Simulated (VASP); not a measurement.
Wanted: the native input for a VASP 6.6.1 run.

```yaml
Task: single point
Functional: PBE
Potentials_or_basis: VASP PAW PBE potentials, release 64 (Cd, Se)
Cutoff: 520 eV
k_mesh: 6 × 6 × 4
Occupations: gaussian, width 0.01 eV
Spin: no spin polarisation
Dipole_correction: no
Further_INCAR_settings: ALGO = Normal; EDIFF = 1e-06; NBANDS = 26
```

The structure of CdSe lies in POSCAR:

```
CdSe
1.0
    4.3407236668      0.0000000000      0.0000000000
   -2.1703618334      3.7591769662      0.0000000000
    0.0000000000      0.0000000000      7.0766459765
Cd Se
2 2
Direct
    0.3333333333      0.6666666667     -0.0004760038
    0.6666666667      0.3333333333      0.4995239962
    0.3333333333      0.6666666667      0.3754760038
    0.6666666667      0.3333333333      0.8754760038
```

The input as run:

INCAR

```
PREC = Accurate
ENCUT = 520
EDIFF = 1E-6
ISMEAR = 0
SIGMA = 0.01
LREAL = F
LASPH = T
NELM = 100
ALGO = Normal
ISIF = 2
LWAVE = F
LCHARG = T
GGA = PE
LELF = T
LVHAR = T
NBANDS = 26
```

KPOINTS

```
Automatic mesh
0
Gamma
  6 6 4
```

Potentials or basis: VASP PAW PBE potentials, release 64 (Cd, Se).

Launch:

```sh
$ cat potpaw_PBE.64/Cd/POTCAR potpaw_PBE.64/Se/POTCAR > POTCAR
$ mpirun -np 1 vasp_std > vasp.out
```

Results of the run:

| Item | Value |
| --- | --- |
| Pressure | 1.7 GPa |
| Band gap on the k mesh | 0.61 eV, direct |

Wall time 22 s on 1 thread of Intel(R) Xeon(R) 6975P-C (Granite Rapids), on a shared host, peak memory 0.25 GiB.
